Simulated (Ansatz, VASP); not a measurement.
## P in VASP and in Ansatz

```xyz
2
Lattice="0.0000 2.8681 2.8681 2.8681 0.0000 2.8681 2.8681 2.8681 0.0000" Properties=species:S:1:pos:R:3 pbc="T T T"
P     0.7170    0.7170    0.7170
P     5.0191    5.0191    5.0191
```

Alike in both runs: task single point; functional revPBE; k mesh 11 × 11 × 11; occupations fermi-dirac, width 0.1 eV; no spin polarisation.

```csv
,VASP,Ansatz
version,VASP 6.6.1,Ansatz 0.2.0
potentials or method,"VASP PAW PBE potentials, release 64 (P), cutoff 520 eV","plane waves (420 eV) with PAW, scalar-relativistic"
valence electrons in the cell,10,10
```

```csv
,VASP,Ansatz,Ansatz less VASP
pressure (GPa),-4.2,-4.0,+0.18
```

VASP's potentials were made for PBE, not for revPBE. With one functional, cell and mesh, what is left measures potentials, basis and numerics.
